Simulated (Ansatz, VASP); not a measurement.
**ZrGa2Se2: VASP beside Ansatz**

File INCAR:

```
PREC = Accurate ; ENCUT = 520
EDIFF = 1E-7 ; ISMEAR = 0
SIGMA = 0.1 ; LREAL = False
LASPH = True ; NELM = 100
ALGO = Normal ; ISIF = 2
LWAVE = False ; LCHARG = True
GGA = PE ; LELF = True
LVHAR = True ; NBANDS = 33
```

Contents of KPOINTS:

```
Automatic mesh
0
Gamma
  6 6 4
```

File POSCAR:

```
ZrGa2Se2
1.0
    4.2602523600      0.0000000000      0.0000000000
   -2.1301261800      3.6894867700      0.0000000000
    0.0000000000      0.0000000000      7.1450443000
Zr Ga Se
1 2 2
Direct
    0.0000000000      0.0000000000      0.0000000000
    0.3333333300      0.6666666700      0.6348713000
    0.6666666700      0.3333333300      0.3651287000
    0.6666666700      0.3333333300      0.7456747900
    0.3333333300      0.6666666700      0.2543252100
```

Input for Ansatz:

```yaml
crystal:
  lattice:
    - [4.26025236, 0.0, 0.0]
    - [-2.13012618, 3.68948677, 0.0]
    - [0.0, 0.0, 7.1450443]
  atoms:
    - { symbol: Zr, position: [0.0, 0.0, 0.0] }
    - { symbol: Ga, position: [0.33333333, 0.66666667, 0.6348713] }
    - { symbol: Ga, position: [0.66666667, 0.33333333, 0.3651287] }
    - { symbol: Se, position: [0.66666667, 0.33333333, 0.74567479] }
    - { symbol: Se, position: [0.33333333, 0.66666667, 0.25432521] }
basis:
  ecutwfc: 420
kpoints:
  mp_grid: { grid: [6, 6, 4] }
hamiltonian:
  xc: pbe
scf:
  occupations: { method: gaussian, width: 0.1 }
  lower_state_search: "off"
output:
  forces: true
  stress: true
  eigenvalues: true
```

Change from the starting cell: species swapped into the SrCd2P2 type (P-3m1, No. 164).

Alike in both runs: task single point; functional PBE; k mesh 6 × 6 × 4; occupations gaussian, width 0.1 eV; no spin polarisation.

```csv
,VASP,Ansatz
version,VASP 6.6.1,Ansatz 0.2.0
potentials or method,"VASP PAW PBE potentials, release 64 (Zr_sv, Ga_d, Se), cutoff 520 eV","scalar-relativistic, plane waves, PAW"
valence electrons in the cell,50,70
```

|  | VASP | Ansatz | Ansatz less VASP |
| --- | --- | --- | --- |
| gap on the k mesh at the Fermi level (eV) | none | none | - |
| pressure (GPa) | 4.7 | 4.6 | -0.11 |
| traceless stress, the component that is largest in VASP (GPa) | 1.82 | 1.85 | +0.027 |
| rms of the force components (eV/Å) | 1.038 | 1.035 | -0.0027 |

Atom by atom the forces differ by 0.003 eV/Å (rms over components). A gap of «none» marks a metal or a gap that the smearing closes. VASP's potentials hold 50 valence electrons a cell and Ansatz's 70, so a difference there can come from the potentials and not from the codes.
